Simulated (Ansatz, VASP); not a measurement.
**One calculation of TePb, two programs**

```xyz
2
Lattice="0.0624 3.4700 3.5549 3.4406 0.3191 3.2982 3.7436 3.5162 0.0161" Properties=species:S:1:pos:R:3 pbc="T T T"
Te    0.0000    0.0000    0.0000
Pb    3.6233    3.6526    3.4346
```

Alike in both runs: task single point; functional PBE; k mesh 4 × 4 × 4; no spin polarisation.

```csv
,VASP,Ansatz
version,VASP 6.6.1,Ansatz 0.2.0
potentials or method,"VASP PAW PBE potentials, release 64 (Te, Pb_d), cutoff 520 eV","scalar-relativistic, plane waves, PAW"
occupations,tetrahedron,tetrahedron-uncorrected
valence electrons in the cell,20,30
```

|  | VASP | Ansatz | Ansatz less VASP |
| --- | --- | --- | --- |
| gap on the k mesh at the Fermi level (eV) | 0.13 | 0.13 | 0.000 |
| least direct gap on the mesh (eV) | 0.59 | 0.59 | -0.001 |
| pressure (GPa) | -3.6 | -3.5 | +0.04 |
| traceless stress, the component that is largest in VASP (GPa) | 1.74 | 1.74 | 0.000 |

VASP's potentials hold 20 valence electrons a cell and Ansatz's 30, so a difference there can come from the potentials and not from the codes. Ansatz's warnings: band table not solved further.

The k mesh is coarse, so the values compare programs but aren't converged. Spin-orbit coupling is off throughout.
